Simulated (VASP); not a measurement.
**HfO2: single point with PBEsol**

The system is HfO2.

```xyz
3
Lattice="0.0000 2.6854 2.6214 2.6854 0.0000 2.6214 2.6854 2.6854 0.0000" Properties=species:S:1:pos:R:3 pbc="T T T"
Hf    0.0000    0.0000    0.0000
O     1.3427    1.3427    1.3107
O     4.0281    4.0281    3.9322
```

This cell differs from its parent crystal: strain +0.050 along x and y, +0.025 along z.

```
Program                : VASP 6.6.1
Task                   : single point
Functional             : PBEsol
Potentials or basis    : VASP PAW PBE potentials, release 64 (Hf_pv, O)
Cutoff                 : 520 eV
k mesh                 : 8 × 8 × 8
Occupations            : gaussian, width 0.05 eV
Spin                   : no spin polarisation
Dipole correction      : no
Further INCAR settings : ALGO = Normal; EDIFF = 1e-06; NBANDS = 18
```

```yaml
Pressure: -33.1 GPa
Band_gap_on_the_k_mesh: 3.11 eV, indirect (the least direct gap lies 1.8 meV higher)
```

Stress tensor (GPa, compression positive):
```
-36.14   0.00   0.00
  0.00 -36.14   0.00
  0.00   0.00 -26.97
```

Levels at points of the mesh, in eV from the valence-band top:
```
           k point  band 7  band 8  band 9  band 10  band 11  band 12  band 13  band 14  band 15  band 16
(0.00, 0.00, 0.00)   -4.69   -4.69   -0.80    -0.80    -0.51     3.15     3.31     4.38     8.49     8.49
(0.50, 0.00, 0.00)   -3.75   -3.01   -2.60    -1.85    -1.80     3.77     3.86     5.48     7.68     7.71
(0.50, 0.50, 0.00)   -3.32   -3.32   -1.53    -1.53     0.00     3.11     4.51     5.36     6.79     6.79
(0.50, 0.00, 0.50)   -3.34   -3.23   -1.62    -1.25    -0.23     3.11     4.52     5.08     6.60     6.76
```

Wall time 54 s on 1 thread of Intel(R) Xeon(R) Platinum 8375C CPU @ 2.90GHz (Ice Lake), with other jobs on the host, peak memory 0.18 GiB.

Caveat: the cell differs from its parent crystal (strain +0.050 along x and y, +0.025 along z); the PAW data sets were made with another functional, which shifts forces and pressure a little; spin-orbit coupling is left out, which moves the levels of the heavy elements. A k mesh can miss the band edges.
